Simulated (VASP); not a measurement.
Set up this calculation in VASP 6.6.1, as the native input.

- Task: relaxation of shape and atoms at fixed volume
- Functional: PBEsol
- Potentials or basis: VASP PAW PBE potentials, release 64 (Al)
- Cutoff: 600 eV
- k mesh: 18 × 18 × 10
- Occupations: gaussian, width 0.1 eV
- Spin: no spin polarisation
- Dipole correction: no
- Further INCAR settings: ALGO = Normal; EDIFF = 1e-07; IBRION = 2; EDIFFG = -0.01; NSW = 50; ISIF = 4

The structure of Al lies in POSCAR:

```
Al
1.0
    2.7918890242      0.0000000000      0.0000000000
   -1.3959445121      2.4178468195      0.0000000000
    0.0000000000      0.0000000000      4.5426508355
Al
2
Direct
    0.6666666667      0.3333333333      0.7500000000
    0.3333333333      0.6666666667      0.2500000000
```

This isn't the form of Al at room conditions, which is fcc.

The input as run:

INCAR

```
SYSTEM = Al
PREC = Accurate ; ENCUT = 600
EDIFF = 1E-7 ; ISMEAR = 0
SIGMA = 0.1 ; LREAL = .FALSE.
LASPH = .TRUE. ; NELM = 60
ALGO = Normal ; ISIF = 4
LWAVE = .FALSE. ; LCHARG = .FALSE.
GGA = PS ; IBRION = 2
NSW = 50 ; EDIFFG = -0.01
```

KPOINTS

```
Automatic mesh
0
G
  18 18 10
  0 0 0
```

Potentials or basis: VASP PAW PBE potentials, release 64 (Al).

Launch:

```console
$ cat potpaw_PBE.64/Al/POTCAR > POTCAR
$ mpirun -np 1 vasp_std > vasp.out
```

Results of the run:

| Quantity | Value |
| --- | --- |
| Pressure after relaxing | 5.7 GPa |
| Band gap on the k mesh | zero (bands 3 and 4 overlap by 7.63 eV) |

Caveat: the relaxation stopped at its first step, so nothing moved; the PAW data sets were made with another functional, which shifts forces and pressure a little.

Wall time 23 s on 1 thread of AMD EPYC 9R45 96-Core Processor (Zen 5), on a shared host, peak memory 0.15 GiB.
